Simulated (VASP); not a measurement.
Input of a VASP 6.6.1 run:

Contents of INCAR:

```
PREC     = Accurate       # precision mode
ENCUT    = 600            # plane-wave cutoff, eV
EDIFF    = 1E-6           # SCF threshold, eV
ISMEAR   = -1             # smearing method
SIGMA    = 0.05           # smearing width, eV
LREAL    = F              # projectors in reciprocal space
LASPH    = T              # aspherical terms in the spheres
NELM     = 150            # most SCF steps
ALGO     = Normal         # electronic algorithm
ISIF     = 3              # what is computed and relaxed
LWAVE    = F              # write WAVECAR
LCHARG   = F              # write CHGCAR
LMAXMIX  = 4              # l up to which the mixer works
LDAU     = T              # DFT+U
LDAUTYPE = 2            
LDAUL    = 2 -1           # shell
LDAUU    = 4 0            # U, eV
LDAUJ    = 0 0          
LDAUPRINT= 1            
GGA      = PE             # functional
IBRION   = 2              # ionic algorithm
NSW      = 60             # ionic steps
EDIFFG   = -0.01          # ionic threshold
```

KPOINTS

```
regular mesh
0
Gamma
  10 10 9
```

Contents of POSCAR:

```
WC
1.0
    2.9065000000      0.0000000000      0.0000000000
   -1.4532500000      2.5171028361      0.0000000000
    0.0000000000      0.0000000000      2.8366000000
W C
1 1
Direct
    0.0000000000      0.0000000000      0.0000000000
    0.6666666667      0.3333333333      0.5000000000
```

Potentials or basis: VASP PAW PBE potentials, release 64 (W_sv, C).

The run is started by

```console
$ cat potpaw_PBE.64/W_sv/POTCAR potpaw_PBE.64/C/POTCAR > POTCAR
$ mpirun -np 1 vasp_std > vasp.out
```

Question: Predict the band gap on the k mesh.

Answer: Zero (bands 9 and 10 overlap by 0.99 eV).

Question: What does it give for the relaxed cell?

Answer: a = 2.946 Å, b = 2.946 Å, c = 2.870 Å, α = 90.00°, β = 90.00°, γ = 120.00°.

Question: What does it give for the relaxed volume?

Answer: 10.79 Å³/atom.

Final structure:
```xyz
2
Lattice="2.9463 0.0000 0.0000 -1.4731 2.5516 0.0000 0.0000 0.0000 2.8703" Properties=species:S:1:pos:R:3 pbc="T T T"
W     0.0000    0.0000    0.0000
C     1.4731    0.8505    1.4352
```

Caveat: spin-orbit coupling is left out, which moves the levels of the heavy elements; U without spin polarisation on a metal has little footing; the U is typed as a test and isn't derived for this compound. PBE usually gives volumes a little too large and moduli too small.
